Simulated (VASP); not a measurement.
# CoO (P-6m2) in VASP: further runs, part 2 of 2

VASP 6.6.1. The steps go on from the part before.

## Step 3: Relaxation of cell and atoms, PBE+D4, collinear spin, ferromagnetic start

This run uses another cell than the first one, of 9.85 Å³/atom, 0.943 times its volume.

The input, INCAR:

```
PREC     = Accurate       # precision mode
ENCUT    = 600            # plane-wave cutoff, eV
EDIFF    = 1E-6           # SCF threshold, eV
ISMEAR   = -1             # smearing method
SIGMA    = 0.05           # smearing width, eV
LREAL    = F              # projectors in reciprocal space
LASPH    = T              # aspherical terms in the spheres
NELM     = 150            # most SCF steps
ALGO     = Normal         # electronic algorithm
ISIF     = 3              # what is computed and relaxed
LWAVE    = F              # write WAVECAR
LCHARG   = F              # write CHGCAR
ISPIN    = 2              # spin polarisation
MAGMOM   = 2 0            # initial moments
LORBIT   = 11             # projections on sites
LMAXMIX  = 4              # l up to which the mixer works
GGA      = PE             # functional
IVDW     = 13             # dispersion correction
IBRION   = 2              # ionic algorithm
NSW      = 60             # ionic steps
EDIFFG   = -0.01          # ionic threshold
```

The input, KPOINTS:

```
Automatic mesh
0
Gamma
  11 11 10
```

The input, POSCAR:

```
CoO
1.0
    2.8562992300      0.0000000000      0.0000000000
   -1.4281496100      2.4736276900      0.0000000000
    0.0000000000      0.0000000000      2.7876065300
Co O
1 1
Direct
    0.0000000000      0.0000000000      0.0000000000
    0.6666666667      0.3333333333      0.5000000000
```

Potentials or basis: VASP PAW PBE potentials, release 64 (Co, O).

Run with:

```sh
cat potpaw_PBE.64/Co/POTCAR potpaw_PBE.64/O/POTCAR > POTCAR
mpirun -np 1 vasp_std > vasp.out
```

OUTCAR:

```text
PREC = Accurate
   ENCUT = 600
   EDIFF = 1E-6
   ISMEAR = -1
   LREAL = F
   LASPH = T
   NELM = 150
   ISIF = 3
   ISPIN = 2
   LORBIT = 11
   GGA = PE
   IVDW = 13
   IBRION = 2
   NSW = 60
   EDIFFG = -0.01

 ion  position               nearest neighbor table
   1  0.000  0.000  0.000-   2 2.16   2 2.16   2 2.16   2 2.16   2 2.16   2 2.16
   2  0.667  0.333  0.500-   1 2.16   1 2.16   1 2.16   1 2.16   1 2.16   1 2.16

  LATTYP: Found a hexagonal cell.
 ALAT       =     2.8562992300
 C/A-ratio  =     0.9759504539

  Lattice vectors:

 A1 = (   2.8562992300,   0.0000000000,   0.0000000000)
 A2 = (  -1.4281496100,   2.4736276900,   0.0000000000)
 A3 = (   0.0000000000,   0.0000000000,   2.7876065300)

Analysis of symmetry for initial positions (statically):
=====================================================================
 Subroutine PRICEL returns:
 Original cell was already a primitive cell.

 Routine SETGRP: Setting up the symmetry group for a
 hexagonal supercell.

 Subroutine GETGRP returns: Found 12 space group operations
 (whereof 12 operations were pure point group operations)
 out of a pool of 24 trial point group operations.

The static configuration has the point symmetry D_3h.

Analysis of symmetry for dynamics (positions and initial velocities):
=====================================================================
 Subroutine PRICEL returns:
 Original cell was already a primitive cell.

 Routine SETGRP: Setting up the symmetry group for a
 hexagonal supercell.

 Subroutine GETGRP returns: Found 12 space group operations
[... 376 lines left out ...]
 E-fermi :   8.5165     XC(G=0): -12.6972

 val. band max:        8.5092161302   @ k =   0.3636  -0.0000   0.1000
 cond. band min:       8.5177632712   @ k =   0.2727   0.0000   0.0000
 fundamental gap:      0.0085471410
 Fermi energy:         8.5165107011

 spin component 1

 k-point     1 :       0.0000    0.0000    0.0000
  band No.  band energies     occupation
      1     -12.1959      1.00000
      2       3.4479      1.00000
      3       3.4479      1.00000
      4       4.0417      1.00000
      5       4.7351      1.00000
      6       5.5933      1.00000
      7       5.5933      1.00000
      8       7.5042      1.00000
      9       7.5042      1.00000
     10       9.3344      0.00000
     11      23.2549      0.00000
     12      24.9014      0.00000
[... 333 lines left out ...]
      1     -11.5724      1.00000
      2       1.9348      1.00000
      3       3.1870      1.00000
      4       3.6884      1.00000
      5       4.5640      1.00000
      6       5.4609      1.00000
      7       6.3931      1.00000
      8       6.8441      1.00000
      9       7.1854      1.00000
     10      12.2483      0.00000
     11      20.7617      0.00000
     12      23.2832      0.00000

 [... further k-points ...]

 spin component 2

 k-point     1 :       0.0000    0.0000    0.0000
  band No.  band energies     occupation
      1     -11.5401      1.00000
      2       4.7597      1.00000
      3       4.7597      1.00000
      4       5.4255      1.00000
      5       5.7789      1.00000
      6       8.7613      0.00742
      7       8.7613      0.00742
      8       9.3455      0.00000
      9       9.3455      0.00000
     10       9.9432      0.00000
     11      23.6796      0.00000
     12      25.4955      0.00000
[... 378 lines left out ...]
  FREE ENERGIE OF THE ION-ELECTRON SYSTEM (eV)
  ---------------------------------------------------
  free  energy   TOTEN  =       -13.4940041698 eV

  energy  without entropy=      -13.4675933747  energy(sigma->0) =      -13.48079877

 reached required accuracy - stopping structural energy minimisation

 total charge

# of ion       s       p       d       tot
------------------------------------------
    1        0.315   0.409   7.159   7.884
    2        1.560   3.416   0.000   4.976
--------------------------------------------------
tot          1.875   3.825   7.159  12.859

 magnetization (x)

# of ion       s       p       d       tot
------------------------------------------
    1        0.006   0.007   2.529   2.542
    2        0.027   0.385   0.000   0.412
--------------------------------------------------
tot          0.033   0.392   2.529   2.954
```

OSZICAR:

```text
N       E                     dE             d eps       ncg     rms          rms(c)
DAV:   1     0.952946245444E+02    0.95295E+02   -0.79128E+03  4648   0.160E+03
DAV:   2    -0.764753693330E+01   -0.10294E+03   -0.91153E+02  4740   0.301E+02
[... 59 lines left out ...]
       N       E                     dE             d eps       ncg     rms          rms(c)
DAV:   1    -0.129391136683E+02   -0.80964E-03   -0.41938E-03  4976   0.112E+00    0.112E-01
DAV:   2    -0.129389055571E+02    0.20811E-03   -0.64725E-04  5312   0.550E-01    0.868E-02
DAV:   3    -0.129388935040E+02    0.12053E-04   -0.83428E-05  6300   0.220E-01    0.605E-02
DAV:   4    -0.129388888773E+02    0.46267E-05   -0.12139E-05  6468   0.824E-02    0.142E-02
DAV:   5    -0.129388869348E+02    0.19424E-05   -0.29779E-06  3496   0.290E-02    0.668E-03
DAV:   6    -0.129388866913E+02    0.24358E-06   -0.13237E-06  2740   0.237E-02
   6 F= -.13494004E+02 E0= -.13480799E+02  d E =-.136248E-04  mag=     2.9997
```

CONTCAR:

```text
CoO
   1.00000000000000
     2.8043327279532084   -0.0000000001052084    0.0000000000000000
    -1.4021663591586855    2.4286233793522718   -0.0000000000000000
     0.0000000000000000   -0.0000000000000000    2.7106888404411484
  Co              O
     1     1
Direct
     0.0000000000000000    0.0000000000000000    0.0000000000000000
     0.6666666667000030    0.3333333332999970    0.5000000000000000

  0.00000000E+00  0.00000000E+00  0.00000000E+00
  0.00000000E+00  0.00000000E+00  0.00000000E+00
```

It took 5.3 min on 1 thread of Intel Xeon 6975P-C, shared host; peak memory 0.2 GiB.

Results:

```
Free energy                                           : -13.4940 eV
Relaxed volume                                        : 9.23 Å³/atom
Relaxed cell                                          : a = 2.804 Å, b = 2.804 Å, c = 2.711 Å, α = 90.00°, β = 90.00°, γ = 120.00°
Space group after relaxing (to 0.05 Å)                : P-6m2 (No. 187)
Energy gained by relaxing                             : 20.3 meV/atom
Ionic steps                                           : 6
Pressure after relaxing                               : 0.0 GPa
Band gap on the k mesh                                : zero (filled and empty bands overlap)
Net moment                                            : 3.00 μB per cell
Site moments                                          : Co +2.54; O +0.41 μB
Valence electrons inside the program's atomic spheres : Co 7.88; O 4.98
Dispersion energy per atom                            : -0.278 eV
```

Stress tensor (GPa, compression positive):
```
 0.02  0.00  0.00
 0.00  0.02  0.00
 0.00  0.00 -0.10
```

Step by step:
```csv
step,energy change (eV),largest force (eV/Å),pressure (GPa),volume (Å³)
1,0.0000,0.0000,-11.27,19.70
2,-0.0234,0.0000,8.28,17.78
3,-0.0403,0.0000,-0.95,18.54
4,-0.0405,0.0000,-0.08,18.46
5,-0.0405,0.0000,0.18,18.44
6,-0.0405,0.0000,-0.02,18.46
```

Final structure:
```cif
data_structure
_symmetry_space_group_name_H-M 'P 1'
_symmetry_Int_Tables_number 1
_cell_length_a 2.8043
_cell_length_b 2.8043
_cell_length_c 2.7107
_cell_angle_alpha 90.000
_cell_angle_beta 90.000
_cell_angle_gamma 120.000
_cell_volume 18.46
loop_
_atom_site_label
_atom_site_type_symbol
_atom_site_fract_x
_atom_site_fract_y
_atom_site_fract_z
_atom_site_occupancy
Co1 Co 0.00000 0.00000 0.00000 1
O1 O 0.66667 0.33333 0.50000 1
```

Caveat: a cell with one magnetic atom can't hold antiferromagnetic order, which such compounds often take; semilocal functionals often make such compounds metallic where correlation or magnetic order opens a gap, which also shifts bond lengths; pairwise dispersion overbinds metals, which lowers pressure and volume. With open d or f shells a metallic result of PBE can be an artefact of self-interaction; +U or a hybrid may open a gap.

## Step 4: Single point, PBE, collinear spin, ferromagnetic start

This run uses another cell than the first one, of 9.65 Å³/atom, 0.925 times its volume.

The input, INCAR:

```
SYSTEM = CoO
ALGO = Normal
EDIFF = 1E-6
ENCUT = 600
GGA = PE
GGA_COMPAT = .FALSE.
ISIF = 2
ISMEAR = -1
ISPIN = 2
LASPH = .TRUE.
LCHARG = .FALSE.
LMAXMIX = 4
LORBIT = 11
LREAL = .FALSE.
LWAVE = .FALSE.
MAGMOM = 2 0
NBANDS = 22
NELM = 200
PREC = Accurate
SIGMA = 0.05
```

The input, KPOINTS:

```
k-points
0
G
  11 11 10
  0 0 0
```

The input, POSCAR:

```
CoO
1.0
    2.8371288589      0.0000000000      0.0000000000
   -1.4185644245      2.4570256617      0.0000000000
    0.0000000000      0.0000000000      2.7688971976
Co O
1 1
Direct
    0.0000000000      0.0000000000      0.0000000000
    0.6666666667      0.3333333333      0.5000000000
```

Potentials or basis: VASP PAW PBE potentials, release 64 (Co_sv, O).

Run with:

```sh
cat potpaw_PBE.64/Co_sv/POTCAR potpaw_PBE.64/O/POTCAR > POTCAR
mpirun -np 1 vasp_std > vasp.out
```

Run time: 74 s. Hardware: 1 thread of AMD EPYC 9R45 (Zen 5), shared host; peak memory 0.17 GiB.

Results (log left out):

| Property | Result |
| --- | --- |
| Free energy | -13.0096 eV |
| Pressure | -6.9 GPa |
| Band gap on the k mesh | zero (filled and empty bands overlap) |
| Net moment | 3.00 μB per cell |
| Site moments | Co +2.53; O +0.39 μB |
| Valence electrons inside the program's atomic spheres | Co 14.86; O 4.95 |

Stress tensor (GPa, compression positive):
```
-5.70  0.00  0.00
 0.00 -5.70  0.00
 0.00  0.00 -9.39
```

Levels at points of the mesh, in eV from the Fermi level:
Spin up:
| k point | band 10 | band 11 | band 12 | band 13 | band 14 | band 15 | band 16 | band 17 |
| --- | --- | --- | --- | --- | --- | --- | --- | --- |
| (0.00, 0.00, 0.00) | -2.96 | -2.96 | -1.04 | -1.04 | 0.53 | 14.38 | 16.10 | 16.10 |
| (0.00, 0.00, 0.50) | -3.27 | -2.23 | -1.26 | -1.26 | 6.57 | 6.80 | 21.11 | 21.11 |
Spin down:
```
           k point  band 7  band 8  band 9  band 10  band 11  band 12  band 13  band 14
(0.00, 0.00, 0.00)   -3.51   -3.04   -2.64     0.32     0.32     0.77     0.77     1.14
(0.00, 0.00, 0.50)   -2.87   -2.87   -0.96    -0.96    -0.21     0.98     0.98     7.24
```

Caveat: a cell with one magnetic atom can't hold antiferromagnetic order, which such compounds often take; semilocal functionals often make such compounds metallic where correlation or magnetic order opens a gap, which also shifts bond lengths. With open d or f shells a metallic result of PBE can be an artefact of self-interaction; +U or a hybrid may open a gap.

## Step 5: Single point, PBE, collinear spin, ferromagnetic start

This run uses another cell than the first one, of 9.45 Å³/atom, 0.906 times its volume.

The input, INCAR:

```
SYSTEM = CoO
PREC     = Accurate       ! precision mode
ENCUT    = 600            ! plane-wave cutoff, eV
EDIFF    = 1E-6           ! SCF threshold, eV
ISMEAR   = -1             ! smearing method
SIGMA    = 0.05           ! smearing width, eV
LREAL    = .False.        ! projectors in reciprocal space
LASPH    = .True.         ! aspherical terms in the spheres
NELM     = 200            ! most SCF steps
ALGO     = Normal         ! electronic algorithm
ISIF     = 2              ! what is computed and relaxed
LWAVE    = .False.        ! write WAVECAR
LCHARG   = .False.        ! write CHGCAR
ISPIN    = 2              ! spin polarisation
MAGMOM   = 2 0            ! initial moments
LORBIT   = 11             ! projections on sites
LMAXMIX  = 4              ! l up to which the mixer works
GGA      = PE             ! functional
NBANDS   = 22             ! bands
GGA_COMPAT= .False.
```

The input, KPOINTS:

```
Automatic mesh
0
Gamma
  11 11 10
  0 0 0
```

The input, POSCAR:

```
CoO
1.0
    2.8176958596      0.0000000000      0.0000000000
   -1.4088479249      2.4401961906      0.0000000000
    0.0000000000      0.0000000000      2.7499315531
Co O
1 1
Direct
    0.0000000000      0.0000000000      0.0000000000
    0.6666666667      0.3333333333      0.5000000000
```

Run with:

```sh
cat potpaw_PBE.64/Co_sv/POTCAR potpaw_PBE.64/O/POTCAR > POTCAR
mpirun -np 1 vasp_std > vasp.out
```

Run time: 45 s. Hardware: 1 thread of Intel Xeon 6975P-C (Granite Rapids), shared host; peak memory 0.19 GiB.

It converged, with:

```yaml
Free_energy: -13.0166 eV
Pressure: -3.4 GPa
Band_gap_on_the_k_mesh: zero (filled and empty bands overlap)
Net_moment: 3.00 μB per cell
Site_moments: Co +2.53; O +0.40 μB
Valence_electrons_inside_the_program's_atomic_spheres: Co 14.87; O 4.96
```

Stress tensor (GPa, compression positive):
```
-2.49  0.00  0.00
 0.00 -2.49  0.00
 0.00  0.00 -5.19
```

Levels at points of the mesh, in eV from the Fermi level:
Spin up:
| k point | band 9 | band 10 | band 11 | band 12 | band 13 | band 14 | band 15 | band 16 | band 17 | band 18 |
| --- | --- | --- | --- | --- | --- | --- | --- | --- | --- | --- |
| (0.00, 0.00, 0.00) | -3.79 | -2.95 | -2.95 | -1.04 | -1.04 | 0.63 | 14.47 | 16.26 | 16.26 | 18.38 |
| (0.00, 0.00, 0.50) | -3.31 | -3.31 | -2.26 | -1.27 | -1.27 | 6.69 | 6.92 | 21.41 | 21.41 | 21.55 |
Spin down:
```
           k point  band 7  band 8  band 9  band 10  band 11  band 12  band 13  band 14
(0.00, 0.00, 0.00)   -3.62   -3.13   -2.71     0.30     0.30     0.78     0.78     1.25
(0.00, 0.00, 0.50)   -2.97   -2.97   -1.00    -1.00    -0.20     0.97     0.97     7.37
```

Caveat: a cell with one magnetic atom can't hold antiferromagnetic order, which such compounds often take; semilocal functionals often make such compounds metallic where correlation or magnetic order opens a gap, which also shifts bond lengths. With open d or f shells a metallic result of PBE can be an artefact of self-interaction; +U or a hybrid may open a gap.

## Step 6: Single point, PBE, collinear spin, ferromagnetic start

This run uses another cell than the first one, of 9.45 Å³/atom, 0.906 times its volume.

The input, INCAR:

```
ALGO     = Normal         # electronic algorithm
EDIFF    = 1E-6           # SCF threshold, eV
ENCUT    = 600            # plane-wave cutoff, eV
GGA      = PE             # functional
GGA_COMPAT= F            
ISIF     = 2              # what is computed and relaxed
ISMEAR   = -1             # smearing method
ISPIN    = 2              # spin polarisation
LASPH    = T              # aspherical terms in the spheres
LCHARG   = F              # write CHGCAR
LMAXMIX  = 4              # l up to which the mixer works
LORBIT   = 11             # projections on sites
LREAL    = F              # projectors in reciprocal space
LWAVE    = F              # write WAVECAR
MAGMOM   = 2 0            # initial moments
NBANDS   = 22             # bands
NELM     = 200            # most SCF steps
PREC     = Accurate       # precision mode
SIGMA    = 0.05           # smearing width, eV
```

The input, KPOINTS:

```
k-points
0
Gamma
  11 11 10
```

POSCAR is that of step 5.

Potentials or basis: VASP PAW PBE potentials, release 64 (Co_sv, O).

Run with:

```sh
cat potpaw_PBE.64/Co_sv/POTCAR potpaw_PBE.64/O/POTCAR > POTCAR
mpirun -np 1 vasp_std > vasp.out
```

Run time: 42 s. Hardware: 1 thread of Intel Xeon 6975P-C (Granite Rapids), shared host; peak memory 0.19 GiB.

The run converged. Its results:

```yaml
Free_energy: -13.0166 eV
Pressure: -3.4 GPa
Band_gap_on_the_k_mesh: zero (filled and empty bands overlap)
Net_moment: 3.00 μB per cell
Site_moments: Co +2.53; O +0.40 μB
Valence_electrons_inside_the_program's_atomic_spheres: Co 14.87; O 4.96
```

Stress tensor (GPa, compression positive):
```
-2.49  0.00  0.00
 0.00 -2.49  0.00
 0.00  0.00 -5.19
```

Levels at points of the mesh, in eV from the Fermi level:
Spin up:
```tsv
k point	band 9	band 10	band 11	band 12	band 13	band 14	band 15	band 16	band 17	band 18
(0.00, 0.00, 0.00)	-3.79	-2.95	-2.95	-1.04	-1.04	0.63	14.47	16.26	16.26	18.38
(0.00, 0.00, 0.50)	-3.31	-3.31	-2.26	-1.27	-1.27	6.69	6.92	21.41	21.41	21.55
```
Spin down:
| k point | band 6 | band 7 | band 8 | band 9 | band 10 | band 11 | band 12 | band 13 | band 14 | band 15 |
| --- | --- | --- | --- | --- | --- | --- | --- | --- | --- | --- |
| (0.00, 0.00, 0.00) | -3.62 | -3.62 | -3.13 | -2.71 | 0.30 | 0.30 | 0.78 | 0.78 | 1.25 | 14.88 |
| (0.00, 0.00, 0.50) | -8.33 | -2.97 | -2.97 | -1.00 | -1.00 | -0.20 | 0.97 | 0.97 | 7.37 | 7.37 |

Caveat: a cell with one magnetic atom can't hold antiferromagnetic order, which such compounds often take; semilocal functionals often make such compounds metallic where correlation or magnetic order opens a gap, which also shifts bond lengths.

## Step 7: Overview

```tsv
task	level	potentials or basis	cell	cutoff (eV)	second run	gap on the mesh (eV)	pressure (GPa)	moment (μB)
single point	PBE	VASP PAW PBE potentials, release 64 (Co, O)	a = 2.912, b = 2.912, c = 2.842 Å, angles 90.0, 90.0, 120.0°, 2 atoms	520	-	none	-15.6	3.00
relaxation of cell and atoms	PBE+D4	VASP PAW PBE potentials, release 64 (Co, O)	relaxed from a = 2.856, b = 2.856, c = 2.788 Å, angles 90.0, 90.0, 120.0°, 2 atoms	600	-	none	0.0	3.00
single point	PBE	VASP PAW PBE potentials, release 64 (Co_sv, O)	a = 2.837, b = 2.837, c = 2.769 Å, angles 90.0, 90.0, 120.0°, 2 atoms	600	valence_matched	none	-6.9	3.00
single point	PBE	VASP PAW PBE potentials, release 64 (Co_sv, O)	a = 2.818, b = 2.818, c = 2.750 Å, angles 90.0, 90.0, 120.0°, 2 atoms	600	valence_matched	none	-3.4	3.00
```

Alike in all rows: spin collinear, ferromagnetic start; k mesh 11 × 11 × 10; smearing fermi-dirac 0.05 eV.

Caveats: a cell with one magnetic atom can't hold antiferromagnetic order, which such compounds often take; semilocal functionals often make such compounds metallic where correlation or magnetic order opens a gap, which also shifts bond lengths; pairwise dispersion overbinds metals, which lowers pressure and volume (some runs).

Absolute energies hang on the potentials; compare differences alone.
